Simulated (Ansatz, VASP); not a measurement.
**Two plane-wave programs on Ni**

```
Ni
1.0
     0.00000    1.80750    1.80750
     1.80750    0.00000    1.80750
     3.61500    3.61500    0.00000
Ni
2
Direct
  0.00000 0.00000 0.00000
  0.00000 0.00000 0.50000
```

Alike in both runs: task single point; functional PBE; k mesh 14 × 14 × 7; occupations fermi-dirac, width 0.1 eV; collinear spin.

```csv
,VASP,Ansatz
version,VASP 6.6.1,Ansatz 0.2.0
potentials or method,"VASP PAW PBE potentials, release 64 (Ni), cutoff 520 eV","PAW, plane waves, scalar-relativistic"
valence electrons in the cell,20,36
```

```csv
,VASP,Ansatz,Ansatz less VASP
pressure (GPa),-12.7,-12.7,-0.06
net moment per atom (μB),0.64,0.66,+0.021
size of the moment on the site where the two differ most (μB),0.66,0.70,+0.042
```

Site moments also hang on the region over which each program counts them. The functional is the same, so the differences come from potentials, cutoffs and numerics. VASP's potentials hold 20 valence electrons a cell and Ansatz's 36, so a difference there can come from the potentials and not from the codes. Ansatz's warnings: no starting moments.
